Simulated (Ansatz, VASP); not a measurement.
# SiC in VASP and in Ansatz

File POSCAR:

```
SiC
1.0
    0.0000000000      2.1236913609      2.0692377362
    2.1236913609      0.0000000000      2.0692377362
    2.1236913609      2.1236913609      0.0000000000
Si C
1 1
Direct
    0.0000000000      0.0000000000      0.0000000000
    0.7500000000      0.7500000000      0.7500000000
```

The input INCAR.step1:

```
ALGO = Normal
EDIFF = 1E-4
ENCUT = 520
GGA = PE
ISMEAR = 0
LASPH = T
LCHARG = F
LREAL = F
LWAVE = T
NBANDS = 11
NELM = 100
PREC = Accurate
SIGMA = 0.05
```

The input INCAR.step2:

```
ALGO = Normal
EDIFF = 1E-6
ENCUT = 520
ISIF = 2
ISMEAR = 0
ISTART = 1
LASPH = T
LCHARG = T
LELF = T
LMIXTAU = T
LREAL = F
LVHAR = T
LWAVE = F
METAGGA = R2SCAN
NBANDS = 11
NELM = 100
PREC = Accurate
SIGMA = 0.05
```

File KPOINTS:

```
k-points
0
Gamma
  10 10 10
```

Input for Ansatz:

```yaml
crystal:
  lattice:
    - [0.0, 2.1236913609, 2.0692377362]
    - [2.1236913609, 0.0, 2.0692377362]
    - [2.1236913609, 2.1236913609, 0.0]
  atoms:
    - { symbol: Si, position: [0.0, 0.0, 0.0] }
    - { symbol: C, position: [0.75, 0.75, 0.75] }
basis:
  ecutwfc: 500
kpoints:
  mp_grid: { grid: [10, 10, 10] }
hamiltonian:
  xc: r2scan
scf:
  occupations: { method: gaussian, width: 0.05 }
output:
  forces: true
  stress: true
  eigenvalues: true
```

Change from the starting cell: strain -0.025 along x and y, -0.050 along z, atoms carried along.

Alike in both runs: task single point; functional r2SCAN; k mesh 10 × 10 × 10; occupations gaussian, width 0.05 eV; no spin polarisation.

```csv
,VASP,Ansatz
version,VASP 6.6.1,Ansatz 0.2.0
potentials or method,"VASP PAW PBE potentials, release 64 (Si, C), cutoff 520 eV","scalar-relativistic, plane waves, PAW"
valence electrons in the cell,8,8
```

Ansatz gave:

```
gap on the k mesh at the Fermi level (eV)                     : 1.35
least direct gap on the mesh (eV)                             : 5.14
pressure (GPa)                                                : 28.1
traceless stress, the component that is largest in VASP (GPa) : 4.57
```

Task: Estimate VASP's values.

Result: gap on the k mesh at the Fermi level (eV): 1.36; least direct gap on the mesh (eV): 5.15; pressure (GPa): 27.8; traceless stress, the component that is largest in VASP (GPa): 4.60.

VASP's potentials were made for PBE, not for r2SCAN.
